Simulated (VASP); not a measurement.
# C18N in VASP: notebook, part 2 of 2

VASP 6.6.1. The steps go on from the part before.

**3. Single point, LDA, collinear spin, ferromagnetic start**

The input, INCAR:

```
  PREC = Accurate
  ENCUT = 520
  EDIFF = 1E-6
  ISMEAR = 0
  SIGMA = 0.05
  LREAL = Auto
  LASPH = T
  NELM = 150
  ALGO = Normal
  ISIF = 2
  LWAVE = F
  LCHARG = F
  ISPIN = 2
  MAGMOM = 0 0 0 0 0 0 0 0 0 0 0 0 0 0 0 0 0 0 0.25
  LORBIT = 11
  NBANDS = 58
```

The input, KPOINTS:

```
regular mesh
0
Gamma
  2 2 1
```

The input, POSCAR:

```
C18N
1.0
    7.3980000000      0.0000000000      0.0000000000
   -3.6990000000      6.4068560000      0.0000000000
    0.0000000000      0.0000000000     11.0000000000
C N
18 1
Direct
   -0.0031866833     -0.0027848293      0.0893273636
    0.2195149035      0.1088343487      0.0858040000
   -0.0031432421      0.3294502015      0.0832517273
    0.2184306905      0.4407316163      0.0832396364
   -0.0042229219      0.6613465325      0.0858970000
    0.2184758569      0.7729641497      0.0893657273
    0.3305982447     -0.0027799907      0.0893179091
    0.5500778940      0.1104799296      0.0912731818
    0.3294656691      0.3287312841      0.0844797273
    0.5525006620      0.4407298993      0.0832228182
    0.3246924709      0.6596879967      0.0912978182
    0.5478141041      0.7654200438      0.1179059091
    0.6674640892      0.0047305574      0.1179240909
    0.8905988930      0.1104816465      0.0912869091
    0.6627899036      0.3294459872      0.0832402727
    0.8858271934      0.4414556843      0.0845395455
    0.6652017309      0.6596900258      0.0912700909
    0.8846861142      0.7729580624      0.0893532727
    0.6076278441      0.8850556342      0.2280031818
```

Potentials or basis: VASP PAW LDA potentials, release 64 (C, N).

Started as:

```sh
$ cat potpaw_LDA.64/C/POTCAR potpaw_LDA.64/N/POTCAR > POTCAR
$ mpirun -np 1 vasp_std > vasp.out
```

OUTCAR:

```text
PREC = Accurate
   ENCUT = 520
   EDIFF = 1E-6
   ISMEAR = 0
   LREAL = Auto
   LASPH = T
   NELM = 150
   ISIF = 2
   ISPIN = 2
   LORBIT = 11

 ion  position               nearest neighbor table
   1  0.997  0.997  0.089-  14 1.41   2 1.43  18 1.44
   2  0.220  0.109  0.086-   9 1.41   7 1.43   1 1.43
   3  0.997  0.329  0.083-  14 1.41   4 1.42  16 1.43
   4  0.218  0.441  0.083-  11 1.41   3 1.42   9 1.43
   5  0.996  0.661  0.086-  16 1.41   6 1.43  18 1.43
   6  0.218  0.773  0.089-  11 1.41   5 1.43   7 1.44
   7  0.331  0.997  0.089-   8 1.41   2 1.43   6 1.44
   8  0.550  0.110  0.091-  15 1.41   7 1.41  13 1.46
   9  0.329  0.329  0.084-   2 1.41  10 1.43   4 1.43
  10  0.553  0.441  0.083-  17 1.41  15 1.42   9 1.43
  11  0.325  0.660  0.091-   4 1.41   6 1.41  12 1.46
  12  0.548  0.765  0.118-  19 1.43  11 1.46  17 1.46  13 1.53
  13  0.667  0.005  0.118-  19 1.43  14 1.46   8 1.46  12 1.53
  14  0.891  0.110  0.091-   3 1.41   1 1.41  13 1.46
  15  0.663  0.329  0.083-   8 1.41  10 1.42  16 1.43
  16  0.886  0.441  0.085-   5 1.41   3 1.43  15 1.43
  17  0.665  0.660  0.091-  10 1.41  18 1.41  12 1.46
  18  0.885  0.773  0.089-  17 1.41   5 1.43   1 1.44
  19  0.608  0.885  0.228-  13 1.43  12 1.43

  LATTYP: Found a hexagonal cell.
 ALAT       =     7.3980000000
 C/A-ratio  =     1.4868883482

  Lattice vectors:

 A1 = (   7.3980000000,   0.0000000000,   0.0000000000)
 A2 = (  -3.6990000000,   6.4068560000,   0.0000000000)
 A3 = (   0.0000000000,   0.0000000000,  11.0000000000)

Analysis of symmetry for initial positions (statically):
=====================================================================
 Subroutine PRICEL returns:
 Original cell was already a primitive cell.

 Routine SETGRP: Setting up the symmetry group for a
 hexagonal supercell.

 Subroutine GETGRP returns: Found  1 space group operations
 (whereof  1 operations were pure point group operations)
 out of a pool of 24 trial point group operations.

The static configuration has the point symmetry C_1 .
[... 407 lines left out ...]
     49       4.1706      0.00000
     50       4.2836      0.00000
 Fermi energy:        -2.2809329507

 spin component 2

 k-point     1 :       0.0000    0.0000    0.0000
  band No.  band energies     occupation
      1     -22.5510      1.00000
      2     -20.7081      1.00000
      3     -18.9069      1.00000
      4     -18.8557      1.00000
      5     -18.7701      1.00000
      6     -18.7489      1.00000
[... 201 lines left out ...]
     49       4.1754      0.00000
     50       4.2899      0.00000
 [bands above 50 left out]

------------------------ aborting loop because EDIFF is reached ----------------------------------------

  FORCE on cell =-STRESS in cart. coord.  units (eV):
  Direction    XX          YY          ZZ          XY          YZ          ZX
  --------------------------------------------------------------------------------------
  -------------------------------------------------------------------------------------
  Total       -4.0115116     -6.3774475      0.1769740      0.0031781     -0.0008408      0.0000821
  in kB      -12.3272631    -19.5977178      0.5438361      0.0097663     -0.0025836      0.0002524
  external PRESSURE =     -10.4603816 kB  Pullay stress =       0.0000000 kB

 VOLUME and BASIS-vectors are now :
 -----------------------------------------------------------------------------
  energy-cutoff  :      520.00
  volume of cell :      521.38
      direct lattice vectors                 reciprocal lattice vectors
     7.398000000  0.000000000  0.000000000     0.135171668  0.078041398  0.000000000
    -3.699000000  6.406856000  0.000000000     0.000000000  0.156082796  0.000000000
     0.000000000  0.000000000 11.000000000     0.000000000  0.000000000  0.090909091

 POSITION                                       TOTAL-FORCE (eV/Angst)
 -----------------------------------------------------------------------------------
      3.68573      6.38901      0.98260         0.002117      0.004968      0.002598
      1.22139      0.69729      0.94384         0.000668      0.003557     -0.001382
      6.15611      2.11074      0.91577        -0.000495      0.007360     -0.005796
     -0.01432      2.82370      0.91564        -0.002554     -0.012146     -0.005775
      4.92044      4.23715      0.94487         0.000725     -0.003398     -0.007194
     -1.24291      4.95227      0.98302         0.007926     -0.013498      0.000914
[... 11 lines left out ...]
      3.68574      4.95223      0.98289         0.003274      0.003411      0.000928
      1.22141      5.67042      2.50803         0.000290      0.000601      0.256509
 -----------------------------------------------------------------------------------
    total drift:                                0.002629      0.003590     -0.001245

  FREE ENERGIE OF THE ION-ELECTRON SYSTEM (eV)
  ---------------------------------------------------
  free  energy   TOTEN  =      -186.1856639105 eV

  energy  without entropy=     -186.1768813469  energy(sigma->0) =     -186.18127263

 total charge

# of ion       s       p       d       tot
------------------------------------------
    1        0.853   1.787   0.000   2.640
    2        0.854   1.794   0.000   2.648
    3        0.858   1.795   0.000   2.652
    4        0.858   1.795   0.000   2.652
    5        0.854   1.794   0.000   2.648
    6        0.853   1.787   0.000   2.640
[... 11 lines left out ...]
   18        0.853   1.787   0.000   2.640
   19        1.301   2.377   0.000   3.677
--------------------------------------------------
tot         16.649  34.634   0.000  51.283

 magnetization (x)

# of ion       s       p       d       tot
------------------------------------------
    1       -0.000  -0.001   0.000  -0.001
    2        0.000  -0.000   0.000  -0.000
    3        0.000   0.001   0.000   0.001
    4        0.000   0.001   0.000   0.001
    5        0.000  -0.000   0.000  -0.000
    6       -0.000  -0.001   0.000  -0.001
[... 11 lines left out ...]
   18       -0.000  -0.001   0.000  -0.001
   19        0.007   0.311   0.000   0.318
--------------------------------------------------
tot          0.016   0.333   0.000   0.349
```

stdout:

```text
POSCAR found type information on POSCAR C N
 POSCAR found :  2 types and      19 ions
 scaLAPACK will be used
 LDA part: xc-table for (Slater(with rela. corr.)+CA(PZ))
 , standard interpolation
 POSCAR, INCAR and KPOINTS ok, starting setup
 FFT: planning ... GRIDC
 FFT: planning ... GRID_SOFT
 FFT: planning ... GRID
 WAVECAR not read
 entering main loop
```

It took 11 min on 1 thread of AMD EPYC 7R43 (Zen 3), shared host; peak memory 0.48 GiB.

Results:

```
Free energy                                           : -186.1857 eV
Largest force                                         : 0.257 eV/Å
Net moment                                            : 0.50 μB per cell
Site moments                                          : C -0.00, +0.00, +0.01 (each value once); N +0.32 μB
Valence electrons inside the program's atomic spheres : C 2.64, 2.65, 2.63 (each value once); N 3.68
```

Forces on the atoms (eV/Å):
```
C    0.002  0.005  0.003
C    0.001  0.004 -0.001
C    0.000  0.007 -0.006
C   -0.003 -0.012 -0.006
C    0.001 -0.003 -0.007
C    0.008 -0.013  0.001
C   -0.004  0.006  0.002
C    0.011 -0.012 -0.005
C   -0.010 -0.002  0.003
C   -0.005 -0.005 -0.006
C    0.002  0.012 -0.011
C    0.004 -0.096 -0.098
C   -0.004  0.103 -0.103
C   -0.006 -0.009 -0.010
C    0.003  0.008 -0.005
C    0.005 -0.005  0.002
C   -0.008  0.009 -0.008
C    0.003  0.003  0.001
N    0.000  0.001  0.257
```

Caveat: the k points lie up to 0.49 Å⁻¹ apart; there is no dipole correction, which matters where the two faces differ.
